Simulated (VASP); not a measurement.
Write the native input for VASP 6.6.1 that does the following.

- Task: single point
- Functional: PBEsol
- Potentials or basis: VASP PAW PBE potentials, release 64 (W_sv, C)
- Cutoff: 520 eV
- k mesh: 3 × 3 × 1
- Occupations: fermi-dirac, width 0.1 eV
- Spin: no spin polarisation
- Dipole correction: no
- Further INCAR settings: LREAL = Auto; ALGO = Normal; EDIFF = 1e-06; NBANDS = 86

The structure of WC lies in POSCAR:

```
WC
1.0
    5.8108000000      0.0000000000      0.0000000000
    0.0000000000      5.6803000000      0.0000000000
    0.0000000000      0.0000000000     15.1935840000
W C
8 8
Direct
    0.0000000000      0.0000000000      0.0658172555
    0.2101259723     -0.0555780505      0.2395682283
    0.0000000000      0.5000088024      0.0658172555
    0.3025745164      0.4610319877      0.2349149483
    0.5000000000      0.0000000000      0.0658172555
    0.6921077993      0.0327975635      0.2401540018
    0.5000000000      0.5000088024      0.0658172555
    0.7873614649      0.5177895534      0.2330983921
    0.3565774076      0.2316250902      0.1416518973
    0.4355510429      0.1431438480      0.3466989750
    0.4959385971      0.7899406721      0.1624304048
    0.0779754939      0.7060190483      0.3127570164
    0.9324533627      0.2229107618      0.1733429058
    0.5651545398      0.2932239494      0.3215238748
    1.0277414470      0.7113884830      0.1595936811
    0.8506057686      0.8025104308      0.3084657313
```

These files were run (other wordings do the same):

INCAR

```
PREC     = Accurate       # precision mode
ENCUT    = 520            # plane-wave cutoff, eV
EDIFF    = 1E-6           # SCF threshold, eV
ISMEAR   = -1             # smearing method
SIGMA    = 0.1            # smearing width, eV
LREAL    = Auto         
LASPH    = T              # aspherical terms in the spheres
NELM     = 60             # most SCF steps
ALGO     = Normal         # electronic algorithm
ISIF     = 2              # what is computed and relaxed
LWAVE    = F              # write WAVECAR
LCHARG   = T              # write CHGCAR
GGA      = PS             # functional
LELF     = T              # ELF
LVHAR    = T            
NBANDS   = 86             # bands
```

KPOINTS

```
Automatic mesh
0
Gamma
  3 3 1
```

Potentials or basis: VASP PAW PBE potentials, release 64 (W_sv, C).

Run with:

```bash
$ cat potpaw_PBE.64/W_sv/POTCAR potpaw_PBE.64/C/POTCAR > POTCAR
$ mpirun -np 1 vasp_std > vasp.out
```

It gave:

```yaml
Largest_force: 11.045 eV/Å
Band_gap_on_the_k_mesh: zero (bands 72 and 73 overlap by 0.17 eV)
```

Caveat: the k points lie up to 0.37 Å⁻¹ apart; the atoms stand as in a frame of molecular dynamics; the PAW data sets were made with another functional, which shifts forces and pressure a little; spin-orbit coupling is left out, which moves the levels of the heavy elements.

Wall time 8.5 min on 1 thread of Intel(R) Xeon(R) Platinum 8488C (Sapphire Rapids), on a shared host, peak memory 0.57 GiB.
